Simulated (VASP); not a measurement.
## NbCrCl: relaxation of cell and atoms with PBE

NbCrCl:

```
Nb Cr Cl
1.0
     4.71429    0.00000    0.00000
     0.00000    4.71429    0.00000
     0.00000    0.00000    4.83157
Nb Cr Cl
1 1 1
Direct
  0.50000 0.50000 0.00000
  0.00000 0.00000 0.00000
  0.50000 0.50000 0.50000
```

The cell was built from a structure type or drawn by symmetry, and may not be a known phase.

```
Program                : VASP 6.6.1
Task                   : relaxation of cell and atoms
Functional             : PBE
Potentials or basis    : VASP PAW PBE potentials, release 64 (Nb_sv, Cr_pv, Cl)
Cutoff                 : 600 eV
k mesh                 : 4 × 4 × 4
Occupations            : gaussian, width 0.1 eV
Spin                   : collinear spin, ferromagnetic start
Starting moments       : [0.0, 3.0, 0.0] μB
Dipole correction      : no
Further INCAR settings : ALGO = Normal; EDIFF = 1e-06; IBRION = 2; EDIFFG = -0.04; NSW = 90; ISIF = 3
```

The relaxed volume is 21.71 Å³/atom. The relaxed cell is a = 3.667 Å, b = 3.667 Å, c = 4.844 Å, α = 90.00°, β = 90.00°, γ = 90.00° and the space group after relaxing (to 0.1 Å) is P4/mmm (No. 123). The pressure after relaxing is 0.0 GPa. The net moment is -2.68 μB per cell. The site moments are Nb +0.66; Cr -3.08; Cl -0.07 μB and the valence electrons inside the program's atomic spheres are Nb 10.74; Cr 10.75; Cl 5.11.

Stress tensor (GPa, compression positive):
```
-0.03  0.00  0.00
 0.00 -0.03  0.00
 0.00  0.00  0.14
```

Final structure:
```cif
data_structure
_symmetry_space_group_name_H-M 'P 1'
_symmetry_Int_Tables_number 1
_cell_length_a 3.6668
_cell_length_b 3.6668
_cell_length_c 4.8439
_cell_angle_alpha 90.000
_cell_angle_beta 90.000
_cell_angle_gamma 90.000
_cell_volume 65.13
loop_
_atom_site_label
_atom_site_type_symbol
_atom_site_fract_x
_atom_site_fract_y
_atom_site_fract_z
_atom_site_occupancy
Nb1 Nb 0.50000 0.50000 0.00000 1
Cr1 Cr 0.00000 0.00000 0.00000 1
Cl1 Cl 0.50000 0.50000 0.50000 1
```

Levels at points of the mesh, in eV from the Fermi level:
Spin up:
| k point | band 11 | band 12 | band 13 | band 14 | band 15 | band 16 | band 17 | band 18 | band 19 | band 20 |
| --- | --- | --- | --- | --- | --- | --- | --- | --- | --- | --- |
| (0.00, 0.00, 0.00) | -3.91 | -3.91 | -2.94 | -1.80 | -0.41 | -0.41 | 1.20 | 2.27 | 3.12 | 3.12 |
| (0.50, 0.00, 0.00) | -3.76 | -2.05 | -1.33 | -0.16 | -0.04 | 0.32 | 1.37 | 1.46 | 1.61 | 2.10 |
| (0.50, 0.50, 0.00) | -4.97 | -2.29 | -1.75 | -1.75 | -0.72 | 1.82 | 2.09 | 2.17 | 2.23 | 3.03 |
| (0.00, 0.00, 0.50) | -4.40 | -3.86 | -2.89 | -1.79 | 0.92 | 0.92 | 1.93 | 2.57 | 3.28 | 3.28 |
| (0.50, 0.00, 0.50) | -4.18 | -1.93 | -0.86 | -0.12 | 0.84 | 1.15 | 1.37 | 1.72 | 2.00 | 2.21 |
| (0.50, 0.50, 0.50) | -5.65 | -2.18 | -0.64 | 0.11 | 0.11 | 1.73 | 1.73 | 2.11 | 2.23 | 2.65 |
Spin down:
```csv
k point,band 15,band 16,band 17,band 18,band 19,band 20
"(0.00, 0.00, 0.00)",-1.35,-1.35,-1.10,1.71,1.71,2.09
"(0.50, 0.00, 0.00)",-0.91,-0.82,-0.70,-0.63,0.29,0.85
"(0.50, 0.50, 0.00)",-2.09,-0.93,-0.33,1.70,1.70,2.17
"(0.00, 0.00, 0.50)",-0.79,-0.79,-0.51,1.27,2.66,2.66
"(0.50, 0.00, 0.50)",-0.89,-0.76,-0.75,0.21,0.35,1.14
"(0.50, 0.50, 0.50)",-1.17,-0.42,-0.33,1.50,1.50,2.56
```

Run time: 11 min on 1 thread of Intel(R) Xeon(R) 6975P-C (Granite Rapids) (shared host), peak memory 0.36 GiB.

Caveat: the volume moved by over 15 % at a fixed basis, so the end points are rough; a cell with one magnetic atom can't hold antiferromagnetic order, which such compounds often take. With open d or f shells a metallic result of PBE can be an artefact of self-interaction; +U or a hybrid may open a gap.
